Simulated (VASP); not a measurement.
Input of a VASP 6.6.1 run:

The input INCAR:

```
PREC     = Accurate       # precision mode
ENCUT    = 600            # plane-wave cutoff, eV
EDIFF    = 1E-6           # SCF threshold, eV
ISMEAR   = 1              # smearing method
SIGMA    = 0.5            # smearing width, eV
LREAL    = F              # projectors in reciprocal space
LASPH    = T              # aspherical terms in the spheres
NELM     = 120            # most SCF steps
ALGO     = Normal         # electronic algorithm
ISIF     = 2              # what is computed and relaxed
LWAVE    = F              # write WAVECAR
LCHARG   = F              # write CHGCAR
GGA      = PS             # functional
NBANDS   = 11             # bands
GGA_COMPAT= F
```

The input KPOINTS:

```
regular mesh
0
Gamma
  6 6 6
```

The input POSCAR:

```
BeTe
1.0
    0.0000000000      2.6832298771      2.6832298771
    2.6832298771      0.0000000000      2.6832298771
    2.6832298771      2.6832298771      0.0000000000
Be Te
1 1
Direct
    0.0000000000      0.0000000000      0.0000000000
    0.5000000000      0.5000000000      0.5000000000
```

Potentials or basis: VASP PAW PBE potentials, release 64 (Be, Te).

Run with:

```bash
$ cat potpaw_PBE.64/Be/POTCAR potpaw_PBE.64/Te/POTCAR > POTCAR
$ mpirun -np 1 vasp_std > vasp.out
```

(1) Estimate the pressure.

(2) Predict the band gap on the k mesh.

Answers

(1) -2.3 GPa.

(2) zero (bands 4 and 5 overlap by 1.18 eV).

Caveat: so wide a smearing shifts energies and pressures; the PAW data sets were made with another functional, which shifts forces and pressure a little; spin-orbit coupling is left out, which moves the levels of the heavy elements.
